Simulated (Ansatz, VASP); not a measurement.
B: VASP beside Ansatz

```
CELL_PARAMETERS angstrom
-1.17266 1.17266 1.17266
1.17266 -1.17266 1.17266
1.17266 1.17266 -1.17266
ATOMIC_POSITIONS crystal
B 0.00000 0.00000 0.00000
```

Alike in both runs: functional BLYP; k mesh 18 × 18 × 18; occupations fermi-dirac, width 0.1 eV; no spin polarisation.

Ansatz relaxed the structure, and its values are those at the end. VASP's run is a single point on that final structure, the one shown.

|  | VASP | Ansatz |
| --- | --- | --- |
| version | VASP 6.6.1 | Ansatz 0.2.0 |
| potentials or method | VASP PAW PBE potentials, release 64 (B), cutoff 520 eV | plane waves (420 eV) with PAW, scalar-relativistic |
| valence electrons in the cell | 3 | 3 |

|  | VASP | Ansatz | Ansatz less VASP |
| --- | --- | --- | --- |
| pressure (GPa) | 0.0 | 0.0 | -0.01 |

VASP's potentials were made for PBE, not for BLYP. The functional is the same, so the differences come from potentials, cutoffs and numerics.
